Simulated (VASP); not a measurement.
Input of a VASP 6.6.1 run:

Contents of INCAR:

```
SYSTEM = B
PREC     = Accurate       ! precision mode
ENCUT    = 520            ! plane-wave cutoff, eV
EDIFF    = 1E-6           ! SCF threshold, eV
ISMEAR   = 0              ! smearing method
SIGMA    = 0.1            ! smearing width, eV
LREAL    = .FALSE.        ! projectors in reciprocal space
LASPH    = .TRUE.         ! aspherical terms in the spheres
NELM     = 80             ! most SCF steps
ALGO     = Normal         ! electronic algorithm
ISIF     = 2              ! what is computed and relaxed
LWAVE    = .FALSE.        ! write WAVECAR
LCHARG   = .FALSE.        ! write CHGCAR
GGA      = PE             ! functional
NBANDS   = 30             ! bands
```

The input KPOINTS:

```
Automatic mesh
0
G
  4 4 4
  0 0 0
```

Contents of POSCAR:

```
B
1.0
    2.6596749427     -4.0538536748      0.1164722456
    2.6596749427      4.0538536748      0.1164722456
   -1.2273705331      0.0000000000      4.6113217008
B
12
Direct
    0.8609512022      0.4524776251      0.8527261853
    0.5475223749      0.1390487978      0.6472738147
    0.1390487978      0.5475223749      0.1472738147
    0.4524776251      0.8609512022      0.3527261853
    0.2198307915      0.4524112489      0.7997899915
    0.5475887511      0.7801692085      0.7002100085
    0.7801692085      0.5475887511      0.2002100085
    0.4524112489      0.2198307915      0.2997899915
    0.4591709977      0.2865231308      0.9584692771
    0.7134768692      0.5408290023      0.5415307229
    0.5408290023      0.7134768692      0.0415307229
    0.2865231308      0.4591709977      0.4584692771
```

Potentials or basis: VASP PAW PBE potentials, release 64 (B).

Run with:

```bash
$ cat potpaw_PBE.64/B/POTCAR > POTCAR
$ mpirun -np 1 vasp_std > vasp.out
```

**Question.** Predict the band gap on the k mesh.

**Answer.** Zero (bands 18 and 19 overlap by 1.17 eV).

**Question.** What does it give for the pressure?

**Answer.** 0.0 GPa.

**Question.** Estimate the largest force.

**Answer.** 0.017 eV/Å.

Stress tensor (GPa, compression positive):
```
-0.09  0.00  0.04
 0.00  0.06  0.00
 0.04  0.00  0.00
```
